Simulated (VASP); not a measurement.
Wanted: the native input for a VASP 6.6.1 run.

- Task: G0W0 quasiparticle levels
- Functional: PBE
- Potentials or basis: VASP PAW PBE potentials, release 64 (Al_GW, N_GW)
- Cutoff: 500 eV
- k mesh: 10 × 10 × 10
- Occupations: gaussian, width 0.01 eV
- Spin: no spin polarisation
- Dipole correction: no
- GW scheme: G0W0
- GW iterations: 1
- Cutoff of the response function: 80
- Frequency points: 48
- Empty bands: 30
- Further INCAR settings: ALGO = EVGW0; EDIFF = 1e-08; NBANDS = 34

Crystal: AlN.

```xyz
2
Lattice="0.0000 2.0189 2.0189 2.0189 0.0000 2.0189 2.0189 2.0189 0.0000" Properties=species:S:1:pos:R:3 pbc="T T T"
Al    0.0000    0.0000    0.0000
N     2.0189    2.0189    2.0189
```

One way to write it, as run:

POSCAR

```
AlN
1.0
    0.0000000000      2.0188684450      2.0188684450
    2.0188684450      0.0000000000      2.0188684450
    2.0188684450      2.0188684450      0.0000000000
Al N
1 1
Direct
    0.0000000000      0.0000000000      0.0000000000
    0.5000000000      0.5000000000      0.5000000000
```

INCAR.step1

```
SYSTEM = AlN
PREC     = Accurate       ! precision mode
ENCUT    = 500            ! plane-wave cutoff, eV
EDIFF    = 1E-8           ! SCF threshold, eV
ISMEAR   = 0              ! smearing method
SIGMA    = 0.01           ! smearing width, eV
LREAL    = .False.        ! projectors in reciprocal space
LASPH    = .True.         ! aspherical terms in the spheres
NELM     = 80             ! most SCF steps
ALGO     = Normal         ! electronic algorithm
LWAVE    = .True.         ! write WAVECAR
LCHARG   = .False.        ! write CHGCAR
GGA      = PE             ! functional
```

INCAR.step2

```
SYSTEM = AlN
PREC     = Accurate       ! precision mode
ENCUT    = 500            ! plane-wave cutoff, eV
EDIFF    = 1E-8           ! SCF threshold, eV
ISMEAR   = 0              ! smearing method
SIGMA    = 0.01           ! smearing width, eV
LREAL    = .False.        ! projectors in reciprocal space
LASPH    = .True.         ! aspherical terms in the spheres
NELM     = 1              ! most SCF steps
ALGO     = Exact          ! electronic algorithm
LWAVE    = .True.         ! write WAVECAR
LCHARG   = .False.        ! write CHGCAR
GGA      = PE             ! functional
NBANDS   = 34             ! bands
LOPTICS  = .True.         ! frequency-dependent dielectric function
ISTART   = 1
```

INCAR.step3

```
SYSTEM = AlN
PREC     = Accurate       ! precision mode
ENCUT    = 500            ! plane-wave cutoff, eV
EDIFF    = 1E-8           ! SCF threshold, eV
ISMEAR   = 0              ! smearing method
SIGMA    = 0.01           ! smearing width, eV
LREAL    = .False.        ! projectors in reciprocal space
LASPH    = .True.         ! aspherical terms in the spheres
ALGO     = EVGW0          ! electronic algorithm
LWAVE    = .False.        ! write WAVECAR
LCHARG   = .False.        ! write CHGCAR
GGA      = PE             ! functional
NELMGW   = 1            
NBANDS   = 34             ! bands
ENCUTGW  = 80.0           ! cutoff of the response function
NOMEGA   = 48             ! frequency points
PRECFOCK = Fast         
ISTART   = 1            
NBANDSGW = 12
```

KPOINTS

```
Automatic mesh
0
Gamma
  10 10 10
  0 0 0
```

Potentials or basis: VASP PAW PBE potentials, release 64 (Al_GW, N_GW).

Launch:

```console
$ cat potpaw_PBE.64/Al_GW/POTCAR potpaw_PBE.64/N_GW/POTCAR > POTCAR
$ cp INCAR.step1 INCAR
$ mpirun -np 1 vasp_std > vasp.out
$ cp INCAR.step2 INCAR
$ mpirun -np 1 vasp_std > vasp.out
$ cp INCAR.step3 INCAR
$ mpirun -np 1 vasp_std > vasp.out
```

Results of the run:

| Item | Value |
| --- | --- |
| Quasiparticle gap | 6.00 eV |
| Least direct quasiparticle gap | 7.26 eV |
| Band gap of the starting levels on the mesh | 4.65 eV |
| Least direct gap of the starting levels on the mesh | 5.74 eV |

Caveat: bands, screening cutoff and mesh are small and nothing is extrapolated, so the quasiparticle values aren't converged.

Run time: 16 min on 1 thread of Intel(R) Xeon(R) Platinum 8488C (Sapphire Rapids) (shared host), peak memory 0.78 GiB.
